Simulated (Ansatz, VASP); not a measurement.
# PbSe in VASP and in Ansatz

File INCAR:

```
ALGO     = Normal         # electronic algorithm
EDIFF    = 1E-7           # SCF threshold, eV
ENCUT    = 520            # plane-wave cutoff, eV
GGA      = PE             # functional
GGA_COMPAT= False        
ISIF     = 2              # what is computed and relaxed
ISMEAR   = -1             # smearing method
LASPH    = True           # aspherical terms in the spheres
LCHARG   = False          # write CHGCAR
LORBIT   = 11             # projections on sites
LORBMOM  = True         
LREAL    = False          # projectors in reciprocal space
LSORBIT  = True           # spin-orbit coupling
LWAVE    = False          # write WAVECAR
MAGMOM   = 0 0 0 0 0 0    # initial moments
NBANDS   = 32             # bands
NELM     = 150            # most SCF steps
PREC     = Accurate       # precision mode
SIGMA    = 0.02           # smearing width, eV
```

Contents of KPOINTS:

```
k-points
0
Gamma
  8 8 8
```

Contents of POSCAR:

```
PbSe
1.0
    0.0000000000      3.0696893642      3.0696893642
    3.0696893642      0.0000000000      3.0696893642
    3.0696893642      3.0696893642      0.0000000000
Pb Se
1 1
Direct
    0.0000000000      0.0000000000      0.0000000000
    0.5000000000      0.5000000000      0.5000000000
```

Input for Ansatz:

```yaml
crystal:
  lattice:
    - [0.0, 3.0696893642, 3.0696893642]
    - [3.0696893642, 0.0, 3.0696893642]
    - [3.0696893642, 3.0696893642, 0.0]
  atoms:
    - { symbol: Pb, position: [0.0, 0.0, 0.0] }
    - { symbol: Se, position: [0.5, 0.5, 0.5] }
kpoints:
  mp_grid: { grid: [8, 8, 8] }
  band_path:
    path:
      - [0.0, 0.0, 0.0]
      - [0.5, 0.0, 0.5]
      - [0.625, 0.25, 0.625]
      - [0.375, 0.375, 0.75]
      - [0.5, 0.5, 0.5]
      - [0.5, 0.25, 0.75]
      - [0.0, 0.0, 0.5]
    npoints: 1
hamiltonian:
  xc: pbe
scf:
  occupations: { method: fermi_dirac, width: 0.02 }
  n_extra_bands: 8
magnetization:
  noncollinear: true
  spin_orbit: true
output:
  forces: true
  stress: true
  eigenvalues: true
```

Alike in both runs: task single point; functional PBE; k mesh 8 × 8 × 8; occupations fermi-dirac, width 0.02 eV; non-collinear spin, spin-orbit coupling.

```csv
,VASP,Ansatz
version,VASP 6.6.1,Ansatz 0.2.0
potentials or method,"VASP PAW PBE potentials, release 64 (Pb_d, Se)","plane waves, PAW"
plane-wave cutoff (eV),520,420
valence electrons in the cell,20,30
```

Ansatz gave:

* pressure (GPa): 1.5
* net moment per atom (μB): 0.00

Task: What did VASP give for the same quantities?

Result: Pressure (GPa): 1.6; net moment per atom (μB): 0.00.

VASP's potentials hold 20 valence electrons a cell and Ansatz's 30, so a difference there can come from the potentials and not from the codes.
